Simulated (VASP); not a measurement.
Li4BeNbP3, 9 atoms in the cell. It takes space group P-43m (No. 215, cubic). The conventional cell has a = 5.437 Å, b = 5.437 Å, c = 5.437 Å, α = 90.00°, β = 90.00°, γ = 90.00°. Li (site symmetry 3m) has 1 Be at 2.14 Å and 3 P at 2.43 Å and 1 Nb at 2.57 Å within 2.8 Å. Within 2.8 Å of Be (site symmetry -43m) lie 4 Li at 2.14 Å. Nb (site symmetry -43m) has 4 Li at 2.57 Å and 6 P at 2.72 Å within 3.4 Å. Within 3.2 Å of P (site symmetry -42m) lie 4 Li at 2.43 Å and 2 Nb at 2.72 Å. 

```yaml
Program: VASP 6.6.1
Task: single point
Functional: PBE
Potentials_or_basis: VASP PAW PBE potentials, release 64 (Li_sv, Be, Nb_sv, P)
Cutoff: 520 eV
k_mesh: 8 × 8 × 8
Occupations: gaussian, width 0.1 eV
Spin: no spin polarisation
Dipole_correction: no
Further_INCAR_settings: ALGO = Normal; EDIFF = 1e-07; NBANDS = 31
```

Potentials or basis: VASP PAW PBE potentials, release 64 (Li_sv, Be, Nb_sv, P).

Launch:

```bash
$ cat potpaw_PBE.64/Li_sv/POTCAR potpaw_PBE.64/Be/POTCAR potpaw_PBE.64/Nb_sv/POTCAR potpaw_PBE.64/P/POTCAR > POTCAR
$ mpirun -np 1 vasp_std > vasp.out
```

Hardware: 1 thread of Intel(R) Xeon(R) 6975P-C (Granite Rapids) (shared host).

Task: How long does it take, and how much memory?

Result: Run time: 91 s on 1 thread of Intel(R) Xeon(R) 6975P-C (Granite Rapids) (shared host), peak memory 0.34 GiB. Counts: scf iterations 17, k points 35.
